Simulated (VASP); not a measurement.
# ZrS2 (P-3m1) in VASP: notebook

ZrS2 is run at these levels: HSE06; tasks: single point.

Program: VASP 6.6.1. These are calculated values, not measurements. Logs are shortened: lines on timing, memory, paths and dates and some standing lists are left out, and cuts for length are marked.

## 1. The cell of the first run

Symmetry: P-3m1, No. 164, trigonal system. The conventional cell has a = 3.564 Å, b = 3.564 Å, c = 5.681 Å, α = 90.00°, β = 90.00°, γ = 120.00°. Zr (site symmetry -3m) has 6 S at 2.54 Å within 3.3 Å. Within 3.7 Å of S (site symmetry 3m) lie 3 Zr at 2.54 Å and 12 S at 3.41 to 3.61 Å.

## 2. Single point, HSE06 (strain -3.0%)

File POSCAR:

```
ZrS2
1.0
    3.5641671124      0.0000000000      0.0000000000
   -1.7820835562      3.0866592627      0.0000000000
    0.0000000000      0.0000000000      5.6811505859
Zr S
1 2
Direct
    0.0000000000      0.0000000000      0.0000000000
    0.3333333333      0.6666666667      0.2609554860
    0.6666666667      0.3333333333      0.7390445140
```

File INCAR.step1:

```
SYSTEM = ZrS2
ALGO = Normal
EDIFF = 1E-5
ENCUT = 400
GGA = PE
GGA_COMPAT = .False.
ISIF = 2
ISMEAR = 0
LASPH = .True.
LCHARG = .False.
LREAL = .False.
LWAVE = .True.
NBANDS = 19
NELM = 120
PREC = Accurate
SIGMA = 0.01
```

File INCAR.step2:

```
SYSTEM = ZrS2
ALGO = Normal
EDIFF = 1E-6
ENCUT = 400
GGA = PE
GGA_COMPAT = .False.
HFSCREEN = 0.2079
ISIF = 2
ISMEAR = 0
ISTART = 1
LASPH = .True.
LCHARG = .False.
LHFCALC = .True.
LREAL = .False.
LWAVE = .False.
NBANDS = 19
NELM = 120
PREC = Accurate
PRECFOCK = Normal
SIGMA = 0.01
```

File KPOINTS:

```
k-points
0
Gamma
  6 6 4
  0 0 0
```

Potentials or basis: VASP PAW PBE potentials, release 64 (Zr_sv, S).

Run with:

```
cat potpaw_PBE.64/Zr_sv/POTCAR potpaw_PBE.64/S/POTCAR > POTCAR
cp INCAR.step1 INCAR
mpirun -np 1 vasp_std > vasp.out
cp INCAR.step2 INCAR
mpirun -np 1 vasp_std > vasp.out
```

OUTCAR:

```text
SYSTEM = ZrS2
   EDIFF = 1E-6
   ENCUT = 400
   GGA = PE
   HFSCREEN = 0.2079
   ISIF = 2
   ISMEAR = 0
   ISTART = 1
   LASPH = .True.
   LHFCALC = .True.
   LREAL = .False.
   NELM = 120
   PREC = Accurate
   PRECFOCK = Normal

 ion  position               nearest neighbor table
   1  0.000  0.000  0.000-   2 2.54   3 2.54   3 2.54   2 2.54   3 2.54   2 2.54
   2  0.333  0.667  0.261-   1 2.54   1 2.54   1 2.54
   3  0.667  0.333  0.739-   1 2.54   1 2.54   1 2.54

  LATTYP: Found a hexagonal cell.
 ALAT       =     3.5641671124
 C/A-ratio  =     1.5939630233

  Lattice vectors:

 A1 = (   3.5641671124,   0.0000000000,   0.0000000000)
 A2 = (  -1.7820835562,   3.0866592627,   0.0000000000)
 A3 = (   0.0000000000,   0.0000000000,   5.6811505859)

Analysis of symmetry for initial positions (statically):
=====================================================================
 Subroutine PRICEL returns:
 Original cell was already a primitive cell.

 Routine SETGRP: Setting up the symmetry group for a
 hexagonal supercell.

 Subroutine GETGRP returns: Found 12 space group operations
 (whereof 12 operations were pure point group operations)
 out of a pool of 24 trial point group operations.

The static configuration has the point symmetry D_3d.

Analysis of symmetry for dynamics (positions and initial velocities):
=====================================================================
 Subroutine PRICEL returns:
 Original cell was already a primitive cell.

 Routine SETGRP: Setting up the symmetry group for a
 hexagonal supercell.

 Subroutine GETGRP returns: Found 12 space group operations
 (whereof 12 operations were pure point group operations)
 out of a pool of 24 trial point group operations.

The dynamic configuration has the point symmetry D_3d.

 Subroutine INISYM returns: Found 12 space group operations
 (whereof 12 operations are pure point group operations),
 and found     1 'primitive' translations

----------------------------------------------------------------------------------------

                                     Primitive cell

  volume of cell :      62.5004

  direct lattice vectors                    reciprocal lattice vectors
     3.564167112  0.000000000  0.000000000     0.280570458  0.161987430  0.000000000
    -1.782083556  3.086659263  0.000000000     0.000000000  0.323974859  0.000000000
     0.000000000  0.000000000  5.681150586     0.000000000  0.000000000  0.176020682

  length of vectors
     3.564167112  3.564167112  5.681150586     0.323974859  0.323974859  0.176020682

  position of ions in fractional coordinates (direct lattice)
     0.000000000  0.000000000  0.000000000
     0.333333333  0.666666667  0.260955486
     0.666666667  0.333333333  0.739044514

  ion indices of the primitive-cell ions
   primitive index   ion index
                 1           1
                 2           2
                 3           3

----------------------------------------------------------------------------------------

 KPOINTS: k-points

Automatic generation of k-mesh.
 Grid dimensions read from file:
 generate k-points for:    6    6    4

 Generating k-lattice:

  Cartesian coordinates                     Fractional coordinates (reciprocal lattice)
     0.046761743  0.026997905  0.000000000     0.166666667  0.000000000  0.000000000
     0.000000000  0.053995810  0.000000000     0.000000000  0.166666667  0.000000000
     0.000000000  0.000000000  0.044005170     0.000000000  0.000000000  0.250000000

  Length of vectors
     0.053995810  0.053995810  0.044005170

  Shift w.r.t. Gamma in fractional coordinates (k-lattice)
     0.000000000  0.000000000  0.000000000

 Subroutine IBZKPT returns following result:
 ===========================================

 Found     24 irreducible k-points:

 Following reciprocal coordinates:
            Coordinates               Weight
  0.000000  0.000000  0.000000      1.000000
  0.166667 -0.000000  0.000000      6.000000
  0.333333 -0.000000  0.000000      6.000000
  0.500000 -0.000000  0.000000      3.000000
  0.166667  0.166667  0.000000      6.000000
  0.333333  0.166667  0.000000     12.000000
[... 16 lines left out ...]
  0.333333  0.166667  0.500000     12.000000
  0.333333  0.333333  0.500000      2.000000
   k-points           NKPTS =     24   k-points in BZ     NKDIM =    144   number of bands    NBANDS=     19
   number of dos      NEDOS =    301   number of ions     NIONS =      3
   total plane-waves  NPLWV =  23040
   dimension x,y,z NGX =    24 NGY =   24 NGZ =   40
   dimension x,y,z NGXF=    48 NGYF=   48 NGZF=   80
   ions per type =               1   2
   NGX,Y,Z   is equivalent  to a cutoff of  11.19, 11.19, 11.71 a.u.
   NGXF,Y,Z  is equivalent  to a cutoff of  22.39, 22.39, 23.41 a.u.
 SYSTEM =  ZrS2
   PREC   = accura    normal or accurate (medium, high low for compatibility)
   ISTART =      1    job   : 0-new  1-cont  2-samecut
   ICHARG =      0    charge: 1-file 2-atom 10-const
   ISPIN  =      1    spin polarized calculation?
   LNONCOLLINEAR =      F non collinear calculations
   LSORBIT =      F    spin-orbit coupling
   LASPH  =      T    aspherical Exc in radial PAW
   ENCUT  =  400.0 eV  29.40 Ry    5.42 a.u.   5.81  5.81  9.26*2*pi/ulx,y,z
   NELM   =    120;   NELMIN=  2; NELMDL=  0     # of ELM steps
   EDIFF  = 0.1E-05   stopping-criterion for ELM
   LREAL  =      F    real-space projection
   EDIFFG = 0.1E-04   stopping-criterion for IOM
   NSW    =      0    number of steps for IOM
   IBRION =     -1    ionic relax: 0-MD 1-quasi-New 2-CG
   NFREE  =      0    steps in history (QN), initial steepest desc. (CG)
   ISIF   =      2    stress and relaxation
   ISYM   =      3    0-nonsym 1-usesym 2-fastsym
   POTIM  = 0.5000    time-step for ionic-motion
   TEBEG  =    0.0;   TEEND  =   0.0 temperature during run
   PSTRESS=    0.0 pullay stress
   NELECT =      24.0000    total number of electrons
   NUPDOWN=      -1.0000    fix difference up-down
   EMIN   =  10.00;   EMAX   =-10.00  energy-range for DOS
   EFERMI =   0.00;   METHOD = LEGACY
   ISMEAR =     0;   SIGMA  =   0.01  broadening in eV -4-tet -1-fermi 0-gaus
   EFERMI_NEDOS =   21; number of points for ismear=-14 and -15
   IALGO  =     38    algorithm
   IMIX   =      1    mixing-type and parameters
     AMIX     =   0.40;   BMIX     =  1.00
     AMIX_MAG =   1.60;   BMIX_MAG =  1.00
  volume/ion in A,a.u.               =      20.83       140.59
  Fermi-wavevector in a.u.,A,eV,Ry     =   1.189919  2.248622 19.264602  1.415908
  Thomas-Fermi vector in A             =   2.326016
   LORBIT       =      0    0 simple, 1 ext, 2 COOP (PROOUT), +10 PAW based schemes
   GGA     = PE    functional components
   LHFCALC =     T    Hartree Fock is set to
   PRECFOCK=normal    Normal, Fast or Accurate (Low or Medium for compatibility)
   ENCUT4O =  -1.0   cutoff for four orbital integrals eV
   NKREDX  =     1    reduce k-point grid by
   NKREDY  =     1    reduce k-point grid by
   NKREDZ  =     1    reduce k-point grid by
   AEXX    =    0.2500 exact exchange contribution
   HFSCREEN=    0.2079 screening length (either q_TF or 0.3 A-1)
   HFSCREENC=   0.2079 screening length for correlation (either q_TF or 0.3 A-1)
   ENCUTFOCK=  -1.0 apply spherical cutoff to Coloumb kernel
   IVDW    =     0    specifies the selected vdW correction
   LEPSILON=     F    determine dielectric tensor
   LRPA    =     F    only Hartree local field effects (RPA)
 non-spin polarized calculation
 Gauss-broadening in eV      SIGMA  =   0.01
  energy-cutoff  :      400.00
  volume of cell :       62.50
 maximum number of plane-waves:      1158
 NGX is ok and might be reduce to    24
  NGX = 18; NGY = 18; NGZ = 28

 number of electron      23.9999997 magnetization

 Free energy of the ion-electron system (eV)
  ---------------------------------------------------
  ext. energy  EPLUGINS =         0.00000000
  ---------------------------------------------------
  free energy    TOTEN  =       -25.29776179 eV

  energy without entropy =      -25.29776179  energy(sigma->0) =      -25.29776179

 E-fermi :   5.4252     XC(G=0):  -8.3383

 val. band max:        5.3201710552   @ k =   0.0000   0.0000   0.0000
 cond. band min:       6.5258162435   @ k =   0.5000  -0.0000   0.5000
 fundamental gap:      1.2056451883
 Fermi energy:         5.4251554847

 k-point     1 :       0.0000    0.0000    0.0000
  band No.  band energies     occupation
      1     -47.1266      2.00000
      2     -23.8509      2.00000
      3     -23.6214      2.00000
      4     -23.6214      2.00000
      5      -9.3276      2.00000
      6      -7.3856      2.00000
[... 11 lines left out ...]
     18      11.7821      0.00000
     19      12.4515      0.00000

 k-point     2 :       0.1667   -0.0000    0.0000
  band No.  band energies     occupation
      1     -47.1186      2.00000
      2     -23.8279      2.00000
      3     -23.7262      2.00000
      4     -23.6437      2.00000
      5      -8.9818      2.00000
      6      -7.4714      2.00000
[... 11 lines left out ...]
     18      13.3915      0.00000
     19      13.9574      0.00000

 k-point     3 :       0.3333   -0.0000    0.0000
  band No.  band energies     occupation
      1     -47.1027      2.00000
      2     -23.9303      2.00000
      3     -23.7799      2.00000
      4     -23.6877      2.00000
      5      -8.2426      2.00000
      6      -7.5992      2.00000
[... 11 lines left out ...]
     18      14.0140      0.00000
     19      14.5442      0.00000

 k-point     4 :       0.5000   -0.0000    0.0000
  band No.  band energies     occupation
      1     -47.0947      2.00000
      2     -24.0286      2.00000
      3     -23.7564      2.00000
      4     -23.7094      2.00000
      5      -7.9802      2.00000
      6      -7.4793      2.00000
[... 11 lines left out ...]
     18      12.8459      0.00000
     19      14.8111      0.00000

 k-point     5 :       0.1667    0.1667    0.0000
  band No.  band energies     occupation
      1     -47.1067      2.00000
      2     -23.8596      2.00000
      3     -23.7933      2.00000
      4     -23.6967      2.00000
      5      -8.4177      2.00000
      6      -7.5908      2.00000
[... 11 lines left out ...]
     18      15.0861      0.00000
     19      15.3043      0.00000

 k-point     6 :       0.3333    0.1667    0.0000
  band No.  band energies     occupation
      1     -47.0947      2.00000
      2     -23.9758      2.00000
      3     -23.7673      2.00000
      4     -23.7547      2.00000
      5      -7.8656      2.00000
      6      -7.5947      2.00000
[... 11 lines left out ...]
     18      14.0950      0.00000
     19      14.6713      0.00000

 k-point     7 :       0.3333    0.3333    0.0000
  band No.  band energies     occupation
      1     -47.0907      2.00000
      2     -23.9016      2.00000
      3     -23.9016      2.00000
      4     -23.7461      2.00000
      5      -7.6227      2.00000
      6      -7.6227      2.00000
[... 11 lines left out ...]
     18      13.7777      0.00000
     19      16.3289      0.00000

 k-point     8 :       0.0000    0.0000    0.2500
  band No.  band energies     occupation
      1     -47.1266      2.00000
      2     -23.8515      2.00000
      3     -23.6214      2.00000
      4     -23.6214      2.00000
      5      -9.1380      2.00000
      6      -7.7024      2.00000
[... 256 lines left out ...]
 k-point    20 :       0.3333   -0.0000    0.5000
  band No.  band energies     occupation
      1     -47.1027      2.00000
      2     -23.9299      2.00000
      3     -23.7804      2.00000
      4     -23.6879      2.00000
      5      -8.1633      2.00000
      6      -7.6727      2.00000
[... 11 lines left out ...]
     18      12.8563      0.00000
     19      13.9242      0.00000

 k-point    21 :       0.5000   -0.0000    0.5000
  band No.  band energies     occupation
      1     -47.0947      2.00000
      2     -24.0282      2.00000
      3     -23.7567      2.00000
      4     -23.7097      2.00000
      5      -8.1551      2.00000
      6      -7.2488      2.00000
[... 11 lines left out ...]
     18      13.0969      0.00000
     19      13.8949      0.00000

 k-point    22 :       0.1667    0.1667    0.5000
  band No.  band energies     occupation
      1     -47.1067      2.00000
      2     -23.8594      2.00000
      3     -23.7940      2.00000
      4     -23.6968      2.00000
      5      -8.0499      2.00000
      6      -7.9929      2.00000
[... 11 lines left out ...]
     18      14.6653      0.00000
     19      14.8488      0.00000

 k-point    23 :       0.3333    0.1667    0.5000
  band No.  band energies     occupation
      1     -47.0947      2.00000
      2     -23.9754      2.00000
      3     -23.7675      2.00000
      4     -23.7548      2.00000
      5      -7.9891      2.00000
      6      -7.4530      2.00000
[... 11 lines left out ...]
     18      13.3557      0.00000
     19      14.6095      0.00000

 k-point    24 :       0.3333    0.3333    0.5000
  band No.  band energies     occupation
      1     -47.0907      2.00000
      2     -23.9013      2.00000
      3     -23.9013      2.00000
      4     -23.7463      2.00000
      5      -7.6337      2.00000
      6      -7.6337      2.00000
[... 11 lines left out ...]
     18      14.5164      0.00000
     19      15.2512      0.00000

------------------------ aborting loop because EDIFF is reached ----------------------------------------

  FORCE on cell =-STRESS in cart. coord.  units (eV):
  Direction    XX          YY          ZZ          XY          YZ          ZX
  --------------------------------------------------------------------------------------
  -------------------------------------------------------------------------------------
  Total        2.3701408      2.3701408      1.0558063     -0.0000000      0.0000000     -0.0000000
  in kB       60.7577498     60.7577498     27.0652326     -0.0000000      0.0000000     -0.0000000
  external PRESSURE =      49.5269107 kB  Pullay stress =       0.0000000 kB

 VOLUME and BASIS-vectors are now :
 -----------------------------------------------------------------------------
  energy-cutoff  :      400.00
  volume of cell :       62.50
      direct lattice vectors                 reciprocal lattice vectors
     3.564167112  0.000000000  0.000000000     0.280570458  0.161987430  0.000000000
    -1.782083556  3.086659263  0.000000000     0.000000000  0.323974859  0.000000000
     0.000000000  0.000000000  5.681150586     0.000000000  0.000000000  0.176020682

 POSITION                                       TOTAL-FORCE (eV/Angst)
 -----------------------------------------------------------------------------------
      0.00000      0.00000      0.00000        -0.000000      0.000000      0.000000
     -0.00000      2.05777      1.48253        -0.000000     -0.000000     -0.185991
      1.78208      1.02889      4.19862         0.000000      0.000000      0.185991
 -----------------------------------------------------------------------------------
    total drift:                                0.000000      0.000000      0.000001

  FREE ENERGIE OF THE ION-ELECTRON SYSTEM (eV)
  ---------------------------------------------------
  free  energy   TOTEN  =       -25.2977617850 eV

  energy  without entropy=      -25.2977617850  energy(sigma->0) =      -25.29776179
```

Run time: 44 min. Hardware: 1 thread of Intel Xeon Platinum 8259CL at 2.50GHz (Skylake/Cascade Lake), shared host; peak memory 0.28 GiB.

Results:

| Property | Result |
| --- | --- |
| Free energy | -25.2978 eV |
| Pressure | 5.0 GPa |
| Largest force | 0.186 eV/Å |
| Band gap on the k mesh | 1.21 eV (least direct gap 2.21 eV) |

Forces in eV/Å, atoms in the order of the input:
```
Zr   0.000  0.000  0.000
S    0.000  0.000 -0.186
S    0.000  0.000  0.186
```

Caveat: the cell differs from its parent crystal (strain -3.0%); the cell stands under pressure; the PAW data sets were made with another functional, which shifts forces and pressure a little. A k mesh can miss the band edges.

## 3. Single point, HSE06 (strain -1.0%)

File POSCAR:

```
ZrS2
1.0
    3.6376550941      0.0000000000      0.0000000000
   -1.8188275470      3.1503017217      0.0000000000
    0.0000000000      0.0000000000      5.7982877114
Zr S
1 2
Direct
    0.0000000000      0.0000000000      0.0000000000
    0.3333333333      0.6666666667      0.2512170081
    0.6666666667      0.3333333333      0.7487829919
```

File INCAR.step1:

```
ALGO = Normal ; EDIFF = 1E-5
ENCUT = 400 ; GGA = PE
GGA_COMPAT = F ; ISIF = 2
ISMEAR = 0 ; LASPH = T
LREAL = F ; LWAVE = T
NBANDS = 19 ; NELM = 120
PREC = Accurate ; SIGMA = 0.01
```

File INCAR.step2:

```
ALGO = Normal ; EDIFF = 1E-6
ENCUT = 400 ; GGA = PE
GGA_COMPAT = F ; HFSCREEN = 0.2079
ISIF = 2 ; ISMEAR = 0
ISTART = 1 ; LASPH = T
LCHARG = T ; LELF = T
LHFCALC = T ; LREAL = F
LVHAR = T ; LWAVE = F
NBANDS = 19 ; NELM = 120
PREC = Accurate ; PRECFOCK = Normal
SIGMA = 0.01
```

File KPOINTS:

```
k-points
0
Gamma
  6 6 4
```

Potentials or basis: VASP PAW PBE potentials, release 64 (Zr_sv, S).

Run with:

```
cat potpaw_PBE.64/Zr_sv/POTCAR potpaw_PBE.64/S/POTCAR > POTCAR
cp INCAR.step1 INCAR
mpirun -np 1 vasp_std > vasp.out
cp INCAR.step2 INCAR
mpirun -np 1 vasp_std > vasp.out
```

Run time: 46 min. Hardware: 1 thread of Intel Xeon Platinum 8259CL at 2.50GHz (Skylake/Cascade Lake), shared host; peak memory 0.29 GiB.

It converged, with:

| Item | Value |
| --- | --- |
| Free energy | -25.3976 eV |
| Pressure | 1.4 GPa |
| Largest force | 0.188 eV/Å |
| Band gap on the k mesh | 1.53 eV (least direct gap 2.37 eV) |

Forces in eV/Å, atoms in the order of the input:
```
Zr   0.000  0.000  0.000
S    0.000  0.000 -0.188
S    0.000  0.000  0.188
```

Stress tensor (GPa, compression positive):
```
1.62 0.00 0.00
0.00 1.62 0.00
0.00 0.00 1.00
```

Levels at points of the mesh, in eV from the valence-band top:
```tsv
k point	band 9	band 10	band 11	band 12	band 13	band 14	band 15	band 16
(0.00, 0.00, 0.00)	-3.22	-0.18	-0.18	0.00	2.37	2.37	3.18	5.76
(0.50, 0.00, 0.00)	-2.89	-2.87	-2.27	-1.53	1.72	4.35	4.71	6.82
(0.00, 0.00, 0.50)	-3.16	-2.17	-0.37	-0.37	2.32	2.32	3.59	6.27
(0.50, 0.00, 0.50)	-3.09	-2.70	-1.17	-0.96	1.53	4.33	4.71	6.17
```

Caveat: the cell differs from its parent crystal (strain -1.0%); the PAW data sets were made with another functional, which shifts forces and pressure a little; this functional lacks dispersion, which binds the layers, so the pressure and a relaxed spacing across them are unreliable.
